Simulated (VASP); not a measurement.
Set up this calculation in VASP 6.6.1, as the native input.

```
Task                    : density of states
Functional              : PBE
Potentials or basis     : VASP PAW PBE potentials, release 64 (Nb_sv, N)
Cutoff                  : 520 eV
k mesh                  : 8 × 8 × 8
Occupations             : gaussian, width 0.1 eV
Spin                    : no spin polarisation
Dipole correction       : no
k mesh for the DOS      : 12 × 12 × 12
Occupations for the DOS : tetrahedron
Further INCAR settings  : ALGO = Normal; EDIFF = 1e-06
```

Crystal: Nb6N.

```
CELL_PARAMETERS angstrom
0.00000 3.92964 3.92964
3.92964 0.00000 3.92964
3.92964 3.92964 0.00000
ATOMIC_POSITIONS crystal
Nb 0.50000 0.00000 0.00000
Nb 0.00000 0.50000 0.50000
Nb 0.00000 0.50000 0.00000
Nb 0.50000 0.00000 0.50000
Nb 0.00000 0.00000 0.50000
Nb 0.50000 0.50000 0.00000
N 0.50000 0.50000 0.50000
```

The input as run:

POSCAR

```
Nb6N
1.0
    0.0000000000      3.9296382540      3.9296382540
    3.9296382540      0.0000000000      3.9296382540
    3.9296382540      3.9296382540      0.0000000000
Nb N
6 1
Direct
    0.5000000000      0.0000000000      0.0000000000
    0.0000000000      0.5000000000      0.5000000000
    0.0000000000      0.5000000000      0.0000000000
    0.5000000000      0.0000000000      0.5000000000
    0.0000000000      0.0000000000      0.5000000000
    0.5000000000      0.5000000000      0.0000000000
    0.5000000000      0.5000000000      0.5000000000
```

INCAR.step1

```
PREC = Accurate
ENCUT = 520
EDIFF = 1E-6
ISMEAR = 0
SIGMA = 0.1
LREAL = F
LASPH = T
NELM = 80
ALGO = Normal
ISIF = 2
LWAVE = F
LCHARG = T
LMAXMIX = 4
GGA = PE
NBANDS = 50
```

KPOINTS.step1

```
Automatic mesh
0
Gamma
  8 8 8
```

INCAR.step2

```
PREC = Accurate
ENCUT = 520
EDIFF = 1E-6
ISMEAR = -5
SIGMA = 0.1
LREAL = F
LASPH = T
NELM = 80
ALGO = Normal
ISIF = 2
LWAVE = F
LCHARG = F
LMAXMIX = 4
GGA = PE
LORBIT = 11
NEDOS = 2001
ICHARG = 11
```

KPOINTS.step2

```
Automatic mesh
0
Gamma
  12 12 12
```

Potentials or basis: VASP PAW PBE potentials, release 64 (Nb_sv, N).

Run with:

```bash
$ cat potpaw_PBE.64/Nb_sv/POTCAR potpaw_PBE.64/N/POTCAR > POTCAR
$ cp INCAR.step1 INCAR
$ cp KPOINTS.step1 KPOINTS
$ mpirun -np 1 vasp_std > vasp.out
$ cp INCAR.step2 INCAR
$ cp KPOINTS.step2 KPOINTS
$ mpirun -np 1 vasp_std > vasp.out
```

It gave:

```yaml
Valence_electrons_inside_the_program's_atomic_spheres: Nb 10.84; N 3.40
```

Run time: 9.7 min on 1 thread of Intel(R) Xeon(R) Platinum 8488C (Sapphire Rapids), with other jobs on the host, peak memory 0.44 GiB.
